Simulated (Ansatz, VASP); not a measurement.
**Two plane-wave programs on BN**

```
CELL_PARAMETERS angstrom
2.50098 0.00000 0.00000
-1.25049 2.16591 0.00000
0.00000 0.00000 6.87416
ATOMIC_POSITIONS crystal
B 0.33333 0.66667 0.25000
B 0.66667 0.33333 0.75000
N 0.38711 0.51975 0.75000
N 0.66667 0.33333 0.25000
```

Alike in both runs: task single point; functional r2SCAN; k mesh 12 × 12 × 4; occupations gaussian, width 0.05 eV; no spin polarisation.

|  | VASP | Ansatz |
| --- | --- | --- |
| version | VASP 6.6.1 | Ansatz 0.2.0 |
| potentials or method | VASP PAW PBE potentials, release 64 (B, N), cutoff 520 eV | scalar-relativistic, plane waves, PAW |
| valence electrons in the cell | 16 | 16 |

```tsv
	VASP	Ansatz	Ansatz less VASP
gap on the k mesh at the Fermi level (eV)	3.49	3.49	+0.006
least direct gap on the mesh (eV)	4.03	4.07	+0.033
rms of the force components (eV/Å)	19.202	18.591	-0.6104
```

VASP's potentials were made for PBE, not for r2SCAN. Atom by atom the forces differ by 0.611 eV/Å (rms over components). The functional is the same, so the differences come from potentials, cutoffs and numerics.
